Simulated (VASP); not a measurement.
# MgS: single point with PBE

Crystal: MgS.

```xyz
2
Lattice="0.0000 2.8331 2.8331 2.8331 0.0000 2.8331 2.8331 2.8331 0.0000" Properties=species:S:1:pos:R:3 pbc="T T T"
Mg    0.0000    0.0000    0.0000
S     4.2819    4.2270    4.2715
```

This cell differs from its parent crystal: one atom moved.

```yaml
Program: VASP 6.6.1
Task: single point
Functional: PBE
Potentials_or_basis: VASP PAW PBE potentials, release 64 (Mg, S)
Cutoff: 520 eV
k_mesh: 8 × 8 × 8
Occupations: gaussian, width 0.02 eV
Spin: no spin polarisation
Dipole_correction: no
Further_INCAR_settings: ALGO = Normal; EDIFF = 1e-06; NBANDS = 11
```

- Pressure: 0.8 GPa
- Largest force: 0.231 eV/Å
- Band gap on the k mesh: 3.38 eV, direct

Forces on the atoms (eV/Å):
```
Mg   0.170 -0.113  0.108
S   -0.170  0.113 -0.108
```

Stress tensor (GPa, compression positive):
```
 0.83  0.43 -0.45
 0.43  0.84  0.66
-0.45  0.66  0.85
```

Levels at points of the mesh, in eV from the valence-band top:
```csv
k point,band 2,band 3,band 4,band 5,band 6,band 7
"(0.00, 0.00, 0.00)",-0.10,-0.09,0.00,3.38,7.87,7.88
"(0.50, 0.00, 0.00)",-3.20,-0.42,-0.34,5.04,7.54,7.63
"(0.00, 0.50, 0.00)",-3.13,-0.43,-0.41,5.04,7.53,7.55
"(0.00, 0.00, 0.50)",-3.19,-0.43,-0.34,5.04,7.53,7.62
"(0.50, 0.50, 0.50)",-3.20,-0.42,-0.34,5.04,7.54,7.63
"(0.50, 0.50, 0.00)",-2.87,-1.11,-1.07,3.82,5.58,11.07
"(0.00, 0.50, 0.50)",-2.87,-1.12,-1.06,3.82,5.58,11.07
"(0.50, 0.00, 0.50)",-2.87,-1.11,-1.07,3.82,5.58,11.07
```

Wall time 94 s on 1 thread of Intel(R) Xeon(R) Platinum 8375C CPU @ 2.90GHz (Ice Lake), with other jobs on the host, peak memory 0.27 GiB.

Caveat: the cell differs from its parent crystal (one atom moved). A k mesh can miss the band edges.
